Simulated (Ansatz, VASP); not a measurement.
# One calculation of Sn, two programs

INCAR

```
SYSTEM = Sn
PREC = Accurate
ENCUT = 520
EDIFF = 1E-7
ISMEAR = -1
SIGMA = 0.1
LREAL = .FALSE.
LASPH = .TRUE.
NELM = 60
ALGO = Normal
ISIF = 2
LWAVE = .FALSE.
LCHARG = .FALSE.
GGA = PE
NBANDS = 21
```

Contents of KPOINTS:

```
regular mesh
0
G
  4 4 3
  0 0 0
```

The input POSCAR:

```
Sn
1.0
   -2.9773321013      2.9790067394      1.6030901642
    2.9790067394     -2.9773321013      1.6030901642
    2.9770686044      2.9770686044     -1.6000204610
Sn
2
Direct
    0.0000231878      0.9999768122      0.0000000000
    0.7499768122      0.2500231878      0.5000000000
```

Input for Ansatz:

```yaml
crystal:
  lattice:
    - [-2.9773321013, 2.9790067394, 1.6030901642]
    - [2.9790067394, -2.9773321013, 1.6030901642]
    - [2.9770686044, 2.9770686044, -1.600020461]
  atoms:
    - { symbol: Sn, position: [2.31878e-05, 0.9999768122, 0.0] }
    - { symbol: Sn, position: [0.7499768122, 0.2500231878, 0.5] }
hamiltonian:
  xc: pbe
  pseudopotentials:
    kind: paw
    azcp:
      Sn: "pseudopotentials/Sn.paw.azcp"
basis:
  ecutwfc: 420
  fft_grid_basis: typed
kpoints:
  mp_grid: { grid: [4, 4, 3], shift: [0, 0, 0] }
magnetization:
  spin_polarized: false
scf:
  occupations: { method: fermi_dirac, width: 0.1 }
  lower_state_search: "off"
output:
  stress: true
  write_density: true
  write_potential: true
  elf: true
  volumetric_format: npy
```

Alike in both runs: task single point; functional PBE; k mesh 4 × 4 × 3; occupations fermi-dirac, width 0.1 eV; no spin polarisation.

|  | VASP | Ansatz |
| --- | --- | --- |
| version | VASP 6.6.1 | Ansatz 0.2.0 |
| potentials or method | VASP PAW PBE potentials, release 64 (Sn_d), cutoff 520 eV | plane waves (420 eV) with PAW, scalar-relativistic |
| valence electrons in the cell | 28 | 28 |

VASP gave:

```
pressure (GPa)                                                : 0.4
traceless stress, the component that is largest in VASP (GPa) : 0.67
```

Question: What did Ansatz give for the same quantities?

Answer: Pressure (GPa): 0.4; traceless stress, the component that is largest in VASP (GPa): 0.68.

The k mesh is coarse, so the values compare programs but aren't converged.
